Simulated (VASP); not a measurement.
Crystal: Au.

```
Au
1.0
     0.00000    2.02134    2.02134
     2.02134    0.00000    2.02134
     2.02134    2.02134    0.00000
Au
1
Direct
  0.00000 0.00000 0.00000
```

Base run:

```yaml
Program: VASP 6.6.1
Functional: r2SCAN
Dispersion: rVV10
Potentials_or_basis: VASP PAW PBE potentials, release 64 (Au_sv_GW)
Cutoff: 550 eV
k_mesh: 11 × 11 × 11
Occupations: fermi-dirac, width 0.05 eV
Spin: no spin polarisation
```

Its results: pressure 7.9 GPa.

Problem. The run is repeated on the same cell with these changes: potentials or basis from VASP PAW PBE potentials, release 64 (Au_sv_GW) to VASP PAW PBE potentials, release 64 (Au); cutoff from 550 eV to 520 eV; further incar settings from ALGO = Normal; EDIFF = 1e-06; NBANDS = 16 to ALGO = Normal; EDIFF = 1e-07; NBANDS = 12; valence electrons from 19 to 11. What comes out?

Solution. Pressure 9.4 GPa.

Caveats: the PAW data sets were made with another functional, which shifts forces and pressure a little.
